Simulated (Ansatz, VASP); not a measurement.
# ZnB4: VASP beside Ansatz

```
CELL_PARAMETERS angstrom
4.85364 0.00000 0.00000
0.00000 4.85364 0.00000
0.00000 0.00000 2.08469
ATOMIC_POSITIONS crystal
Zn 0.00000 0.00000 0.50000
B 0.32112 0.32112 0.50000
B 0.67888 0.67888 0.50000
B 0.32112 0.67888 0.50000
B 0.67888 0.32112 0.50000
```

Alike in both runs: functional PBE; k mesh 4 × 4 × 8; occupations gaussian, width 0.1 eV; no spin polarisation.

Ansatz relaxed the structure, and its values are those at the end. VASP's run is a single point on that final structure, the one shown.

```csv
,VASP,Ansatz
version,VASP 6.6.1,Ansatz 0.2.0
potentials or method,"VASP PAW PBE potentials, release 64 (Zn, B), cutoff 520 eV","scalar-relativistic, plane waves, PAW"
valence electrons in the cell,24,24
```

Ansatz gave:

```
gap on the k mesh at the Fermi level (eV) : none
pressure (GPa)                            : 0.0
```

Q: Estimate VASP's values.

A: gap on the k mesh at the Fermi level (eV): none; pressure (GPa): 0.2.

A gap of «none» marks a metal or a gap that the smearing closes.

The k mesh is coarse, so the values compare programs but aren't converged.
